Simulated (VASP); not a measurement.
Input of a VASP 6.6.1 run:

POSCAR

```
SiC
1.0
   -0.9130227875      1.8260455750      1.8260455750
    1.8260455750     -0.9130227875      1.8260455750
    1.8260455750      1.8260455750     -0.9130227875
Si C
1 1
Direct
    0.0000000000      0.0000000000      0.0000000000
    0.7500000000      0.7500000000      0.7500000000
```

Contents of INCAR.step1:

```
PREC = Accurate
ENCUT = 520
ISMEAR = 0
SIGMA = 0.05
LREAL = F
LASPH = T
NELM = 100
NBANDS = 11
GGA = PE
ALGO = Normal
EDIFF = 1E-4
LWAVE = T
LCHARG = F
```

The input INCAR.step2:

```
PREC = Accurate
ENCUT = 520
EDIFF = 1E-7
ISMEAR = 0
SIGMA = 0.05
LREAL = F
LASPH = T
NELM = 100
ALGO = Normal
ISIF = 2
LWAVE = F
LCHARG = F
METAGGA = R2SCAN
LMIXTAU = T
NBANDS = 11
ISTART = 1
```

Contents of KPOINTS:

```
Automatic mesh
0
Gamma
  12 12 12
```

Potentials or basis: VASP PAW PBE potentials, release 64 (Si, C).

Launch:

```console
$ cat potpaw_PBE.64/Si/POTCAR potpaw_PBE.64/C/POTCAR > POTCAR
$ cp INCAR.step1 INCAR
$ mpirun -np 1 vasp_std > vasp.out
$ cp INCAR.step2 INCAR
$ mpirun -np 1 vasp_std > vasp.out
```

(1) Estimate the band gap on the k mesh.

(2) Predict the pressure.

(3) Predict the largest force.

Answers

(1) zero (band 4 reaches 8.69 eV, above the bottom of band 5 at 7.80 eV).

(2) 186.9 GPa.

(3) 62.255 eV/Å.

Caveat: the PAW data sets were made with another functional, which shifts forces and pressure a little.
